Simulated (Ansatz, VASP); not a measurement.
**Two plane-wave programs on Ge**

```
Ge
1.0
     0.00000    2.13932    2.13932
     2.13932    0.00000    2.13932
     2.13932    2.13932    0.00000
Ge
1
Direct
  0.00000 0.00000 0.00000
```

Alike in both runs: functional PBE; k mesh 16 × 16 × 16; occupations fermi-dirac, width 0.08 eV; no spin polarisation.

Ansatz relaxed the structure, and its values are those at the end. VASP's run is a single point on that final structure, the one shown.

|  | VASP | Ansatz |
| --- | --- | --- |
| version | VASP 6.6.1 | Ansatz 0.2.0 |
| potentials or method | VASP PAW PBE potentials, release 64 (Ge_d) | PAW with Ansatz's default frozen-core files, scalar-relativistic |
| plane-wave cutoff (eV) | 520 | 420 |
| valence electrons in the cell | 14 | 14 |

```csv
,VASP,Ansatz,Ansatz less VASP
pressure (GPa),-0.1,0.0,+0.08
```

With one functional, cell and mesh, what is left measures potentials, basis and numerics.
